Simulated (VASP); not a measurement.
Write the native input for VASP 6.6.1 that does the following.

| Quantity | Value |
| --- | --- |
| Task | single point |
| Functional | PBE |
| Potentials or basis | VASP PAW PBE potentials, release 64 (Be, Se) |
| Cutoff | 520 eV |
| k mesh | 8 × 8 × 10 |
| Occupations | gaussian, width 0.1 eV |
| Spin | no spin polarisation |
| Dipole correction | no |
| Further INCAR settings | ALGO = Normal; EDIFF = 1e-06; NBANDS = 21 |

The structure of BeSe4 lies in POSCAR:

```
BeSe4
1.0
    5.3673319450      0.0000000000      0.0000000000
    0.0000000000      5.3673319450      0.0000000000
    0.0000000000      0.0000000000      4.0182137040
Be Se
1 4
Direct
    0.5000000000      0.5000000000      0.5000000000
    0.0000000000      0.0000000000      0.5000000000
    0.0000000000      0.5000000000      0.0000000000
    0.5000000000      0.0000000000      0.0000000000
    0.5000000000      0.5000000000      0.0000000000
```

The input as run:

INCAR

```
ALGO = Normal
EDIFF = 1E-6
ENCUT = 520
GGA = PE
ISIF = 2
ISMEAR = 0
LASPH = True
LCHARG = False
LREAL = False
LWAVE = False
NBANDS = 21
NELM = 100
PREC = Accurate
SIGMA = 0.1
```

KPOINTS

```
k-points
0
Gamma
  8 8 10
```

Potentials or basis: VASP PAW PBE potentials, release 64 (Be, Se).

The run is started by

```bash
$ cat potpaw_PBE.64/Be/POTCAR potpaw_PBE.64/Se/POTCAR > POTCAR
$ mpirun -np 1 vasp_std > vasp.out
```

Results of the run:

The pressure is 0.1 GPa and the band gap on the k mesh is zero (band 13 reaches 4.30 eV, above the bottom of band 14 at 2.09 eV).

It took 120 s on 1 thread of Intel(R) Xeon(R) Platinum 8488C (Sapphire Rapids), with other jobs on the host, peak memory 0.33 GiB.
